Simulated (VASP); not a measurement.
# Ir (Fd-3m) in VASP: further runs

Runs on Ir. Level: BLYP. Tasks: single point.

Everything below comes from runs of VASP 6.6.1. Logs are shortened: lines on timing, memory, paths and dates and some standing lists are left out, and cuts for length are marked.

### 1 The cell of the first run

It takes space group Fd-3m (No. 227, cubic). Conventional cell: a = 5.502 Å, b = 5.502 Å, c = 5.502 Å, α = 90.00°, β = 90.00°, γ = 90.00°. Within 3.1 Å of Ir (site symmetry -43m) lie 4 Ir at 2.38 Å.

### 2 Single point, BLYP (volume scaled by 0.92)

The input, INCAR:

```
  PREC = Accurate
  ENCUT = 520
  EDIFF = 1E-7
  ISMEAR = -1
  SIGMA = 0.1
  LREAL = False
  LASPH = True
  NELM = 100
  ALGO = Normal
  ISIF = 2
  LWAVE = False
  LCHARG = False
  GGA = B5
  ALDAX = 1.0
  AGGAX = 1.0
  AGGAC = 1.0
  ALDAC = 0.0
  NBANDS = 16
```

The input, KPOINTS:

```
regular mesh
0
Gamma
  11 11 11
```

The input, POSCAR:

```
Ir
1.0
    0.0000000000      2.7512482514      2.7512482514
    2.7512482514      0.0000000000      2.7512482514
    2.7512482514      2.7512482514      0.0000000000
Ir
2
Direct
    0.1250000000      0.1250000000      0.1250000000
    0.8750000000      0.8750000000      0.8750000000
```

Potentials or basis: VASP PAW PBE potentials, release 64 (Ir).

On the command line:

```console
> cat potpaw_PBE.64/Ir/POTCAR > POTCAR
> mpirun -np 1 vasp_std > vasp.out
```

OUTCAR:

```text
PREC = Accurate
   ENCUT = 520
   EDIFF = 1E-7
   ISMEAR = -1
   LREAL = False
   LASPH = True
   NELM = 100
   ISIF = 2
   GGA = B5

 ion  position               nearest neighbor table
   1  0.125  0.125  0.125-   2 2.38   2 2.38   2 2.38   2 2.38
   2  0.875  0.875  0.875-   1 2.38   1 2.38   1 2.38   1 2.38

  LATTYP: Found a face centered cubic cell.
 ALAT       =     5.5024965028

  Lattice vectors:

 A1 = (   0.0000000000,   2.7512482514,   2.7512482514)
 A2 = (   2.7512482514,   0.0000000000,   2.7512482514)
 A3 = (   2.7512482514,   2.7512482514,   0.0000000000)

Analysis of symmetry for initial positions (statically):
=====================================================================
 Subroutine PRICEL returns:
 Original cell was already a primitive cell.

 Routine SETGRP: Setting up the symmetry group for a
 face centered cubic supercell.

 Subroutine GETGRP returns: Found 48 space group operations
 (whereof 12 operations were pure point group operations)
 out of a pool of 48 trial point group operations.

The static configuration has the point symmetry D_3d.
 The point group associated with its full space group is O_h .

Analysis of symmetry for dynamics (positions and initial velocities):
=====================================================================
 Subroutine PRICEL returns:
 Original cell was already a primitive cell.

 Routine SETGRP: Setting up the symmetry group for a
 face centered cubic supercell.

 Subroutine GETGRP returns: Found 48 space group operations
 (whereof 12 operations were pure point group operations)
 out of a pool of 48 trial point group operations.

The dynamic configuration has the point symmetry D_3d.
 The point group associated with its full space group is O_h .

 Subroutine INISYM returns: Found 48 space group operations
 (whereof 12 operations are pure point group operations),
 and found     1 'primitive' translations

----------------------------------------------------------------------------------------

                                     Primitive cell

  volume of cell :      41.6504

  direct lattice vectors                    reciprocal lattice vectors
     0.000000000  2.751248251  2.751248251    -0.181735690  0.181735690  0.181735690
     2.751248251  0.000000000  2.751248251     0.181735690 -0.181735690  0.181735690
     2.751248251  2.751248251  0.000000000     0.181735690  0.181735690 -0.181735690

  length of vectors
     3.890852591  3.890852591  3.890852591     0.314775449  0.314775449  0.314775449

  position of ions in fractional coordinates (direct lattice)
     0.125000000  0.125000000  0.125000000
     0.875000000  0.875000000  0.875000000

  ion indices of the primitive-cell ions
   primitive index   ion index
                 1           1
                 2           2

----------------------------------------------------------------------------------------

 KPOINTS: regular mesh

Automatic generation of k-mesh.
 Grid dimensions read from file:
 generate k-points for:   11   11   11

 Generating k-lattice:

  Cartesian coordinates                     Fractional coordinates (reciprocal lattice)
    -0.016521426  0.016521426  0.016521426     0.090909091  0.000000000  0.000000000
     0.016521426 -0.016521426  0.016521426     0.000000000  0.090909091  0.000000000
     0.016521426  0.016521426 -0.016521426     0.000000000  0.000000000  0.090909091

  Length of vectors
     0.028615950  0.028615950  0.028615950

  Shift w.r.t. Gamma in fractional coordinates (k-lattice)
     0.000000000  0.000000000  0.000000000

 Subroutine IBZKPT returns following result:
 ===========================================

 Found     56 irreducible k-points:

 Following reciprocal coordinates:
            Coordinates               Weight
  0.000000  0.000000  0.000000      1.000000
  0.090909  0.000000  0.000000      8.000000
  0.181818  0.000000  0.000000      8.000000
  0.272727  0.000000  0.000000      8.000000
  0.363636  0.000000  0.000000      8.000000
  0.454545  0.000000  0.000000      8.000000
[... 16 lines left out ...]
 -0.272727  0.181818  0.000000     24.000000
 -0.181818  0.181818  0.000000     12.000000
 [... further k-points ...]
   k-points           NKPTS =     56   k-points in BZ     NKDIM =     56   number of bands    NBANDS=     16
   number of dos      NEDOS =    301   number of ions     NIONS =      2
   total plane-waves  NPLWV =  27000
   dimension x,y,z NGX =    30 NGY =   30 NGZ =   30
   dimension x,y,z NGXF=    60 NGYF=   60 NGZF=   60
   ions per type =               2
   NGX,Y,Z   is equivalent  to a cutoff of  12.82, 12.82, 12.82 a.u.
   NGXF,Y,Z  is equivalent  to a cutoff of  25.64, 25.64, 25.64 a.u.
 SYSTEM =  unknown system
   PREC   = accura    normal or accurate (medium, high low for compatibility)
   ISTART =      0    job   : 0-new  1-cont  2-samecut
   ICHARG =      2    charge: 1-file 2-atom 10-const
   ISPIN  =      1    spin polarized calculation?
   LNONCOLLINEAR =      F non collinear calculations
   LSORBIT =      F    spin-orbit coupling
   LASPH  =      T    aspherical Exc in radial PAW
   ENCUT  =  520.0 eV  38.22 Ry    6.18 a.u.   7.23  7.23  7.23*2*pi/ulx,y,z
   NELM   =    100;   NELMIN=  2; NELMDL= -5     # of ELM steps
   EDIFF  = 0.1E-06   stopping-criterion for ELM
   LREAL  =      F    real-space projection
   EDIFFG = 0.1E-05   stopping-criterion for IOM
   NSW    =      0    number of steps for IOM
   IBRION =     -1    ionic relax: 0-MD 1-quasi-New 2-CG
   NFREE  =      0    steps in history (QN), initial steepest desc. (CG)
   ISIF   =      2    stress and relaxation
   ISYM   =      2    0-nonsym 1-usesym 2-fastsym
   POTIM  = 0.5000    time-step for ionic-motion
   TEBEG  =    0.0;   TEEND  =   0.0 temperature during run
   PSTRESS=    0.0 pullay stress
   NELECT =      18.0000    total number of electrons
   NUPDOWN=      -1.0000    fix difference up-down
   EMIN   =  10.00;   EMAX   =-10.00  energy-range for DOS
   EFERMI =   0.00;   METHOD = LEGACY
   ISMEAR =    -1;   SIGMA  =   0.10  broadening in eV -4-tet -1-fermi 0-gaus
   EFERMI_NEDOS =   21; number of points for ismear=-14 and -15
   IALGO  =     38    algorithm
   IMIX   =      4    mixing-type and parameters
     AMIX     =   0.40;   BMIX     =  1.00
     AMIX_MAG =   1.60;   BMIX_MAG =  1.00
  volume/ion in A,a.u.               =      20.83       140.54
  Fermi-wavevector in a.u.,A,eV,Ry     =   1.237730  2.338970 20.843790  1.531975
  Thomas-Fermi vector in A             =   2.372285
   LORBIT       =      0    0 simple, 1 ext, 2 COOP (PROOUT), +10 PAW based schemes
   GGA     = B5    functional components
   LHFCALC =     F    Hartree Fock is set to
   AEXX    =    0.0000 exact exchange contribution
   IVDW    =     0    specifies the selected vdW correction
   LEPSILON=     F    determine dielectric tensor
   LRPA    =     F    only Hartree local field effects (RPA)
 non-spin polarized calculation
  energy-cutoff  :      520.00
  volume of cell :       41.65
 maximum number of plane-waves:      1139
 NGX is ok and might be reduce to    30
   NGX = 15   NGY = 15   NGZ = 15

 number of electron      17.9999998 magnetization

 Free energy of the ion-electron system (eV)
  ---------------------------------------------------
  ext. energy  EPLUGINS =         0.00000000
  ---------------------------------------------------
  free energy    TOTEN  =       -13.69621375 eV

  energy without entropy =      -13.62876599  energy(sigma->0) =      -13.66248987

 E-fermi :   6.1797     XC(G=0): -10.6899

 val. band max:        6.1674318218   @ k =  -0.2727   0.2727   0.0000
 cond. band min:       6.2011315169   @ k =  -0.1818   0.1818   0.0000
 fundamental gap:      0.0336996951
 Fermi energy:         6.1796629781

 k-point     1 :       0.0000    0.0000    0.0000
  band No.  band energies     occupation
      1      -1.9563      2.00000
      2       0.8784      2.00000
      3       0.8784      2.00000
      4       1.3541      2.00000
      5       1.3541      2.00000
      6       1.3541      2.00000
[... 8 lines left out ...]
     15      18.9699      0.00000
     16      18.9699      0.00000

 k-point     2 :       0.0909    0.0000    0.0000
  band No.  band energies     occupation
      1      -1.8091      2.00000
      2       0.7826      2.00000
      3       0.7826      2.00000
      4       1.3358      2.00000
      5       1.5045      2.00000
      6       1.5045      2.00000
[... 8 lines left out ...]
     15      18.5211      0.00000
     16      18.6261      0.00000

 k-point     3 :       0.1818    0.0000    0.0000
  band No.  band energies     occupation
      1      -1.3927      2.00000
      2       0.6799      2.00000
      3       0.6799      2.00000
      4       1.2894      2.00000
      5       1.7221      2.00000
      6       1.7221      2.00000
[... 8 lines left out ...]
     15      17.4712      0.00000
     16      19.2820      0.00000

 k-point     4 :       0.2727    0.0000    0.0000
  band No.  band energies     occupation
      1      -0.7953      2.00000
      2       0.6828      2.00000
      3       0.6828      2.00000
      4       1.2274      2.00000
      5       1.7824      2.00000
      6       1.7824      2.00000
[... 8 lines left out ...]
     15      16.4924      0.00000
     16      19.8982      0.00000
[... 324 lines left out ...]
 k-point    22 :      -0.3636    0.1818    0.0000
  band No.  band energies     occupation
      1       0.2890      2.00000
      2       0.6240      2.00000
      3       0.6844      2.00000
      4       1.1632      2.00000
      5       1.5687      2.00000
      6       2.2798      2.00000
[... 8 lines left out ...]
     15      16.8211      0.00000
     16      20.3728      0.00000

 k-point    23 :      -0.2727    0.1818    0.0000
  band No.  band energies     occupation
      1      -0.0260      2.00000
      2       0.4553      2.00000
      3       0.7871      2.00000
      4       1.2191      2.00000
      5       1.4317      2.00000
      6       2.4612      2.00000
[... 8 lines left out ...]
     15      16.9775      0.00000
     16      19.7892      0.00000

 k-point    24 :      -0.1818    0.1818    0.0000
  band No.  band energies     occupation
      1      -0.5762      2.00000
      2       0.4003      2.00000
      3       1.0206      2.00000
      4       1.0353      2.00000
      5       1.5283      2.00000
      6       2.3506      2.00000
[... 8 lines left out ...]
     15      17.1015      0.00000
     16      19.1530      0.00000

 [... further k-points ...]
[... 5 lines left out ...]
  --------------------------------------------------------------------------------------
  -------------------------------------------------------------------------------------
  Total        4.4291454      4.4291454      4.4291454     -0.0000000      0.0000000      0.0000000
  in kB      170.3770854    170.3770854    170.3770854     -0.0000000      0.0000000      0.0000000
  external PRESSURE =     170.3770854 kB  Pullay stress =       0.0000000 kB

 VOLUME and BASIS-vectors are now :
 -----------------------------------------------------------------------------
  energy-cutoff  :      520.00
  volume of cell :       41.65
      direct lattice vectors                 reciprocal lattice vectors
     0.000000000  2.751248251  2.751248251    -0.181735690  0.181735690  0.181735690
     2.751248251  0.000000000  2.751248251     0.181735690 -0.181735690  0.181735690
     2.751248251  2.751248251  0.000000000     0.181735690  0.181735690 -0.181735690

 POSITION                                       TOTAL-FORCE (eV/Angst)
 -----------------------------------------------------------------------------------
      0.68781      0.68781      0.68781         0.000000     -0.000000      0.000000
      4.81468      4.81468      4.81468        -0.000000      0.000000     -0.000000
 -----------------------------------------------------------------------------------
    total drift:                               -0.000000      0.000000      0.000000

  FREE ENERGIE OF THE ION-ELECTRON SYSTEM (eV)
  ---------------------------------------------------
  free  energy   TOTEN  =       -13.6962137465 eV

  energy  without entropy=      -13.6287659936  energy(sigma->0) =      -13.66248987
```

Run time: 27 s. Hardware: 1 thread of Intel Xeon 6975P-C (Granite Rapids), shared host; peak memory 0.18 GiB.

Results:

* Free energy: -13.6962 eV
* Pressure: 17.0 GPa
* Band gap on the k mesh: zero (band 9 reaches 7.20 eV, above the bottom of band 10 at 5.68 eV)

Caveat: the PAW data sets were made with another functional, which shifts forces and pressure a little; spin-orbit coupling is left out, which moves the levels of the heavy elements.

(Continued in part 2 of 2.)
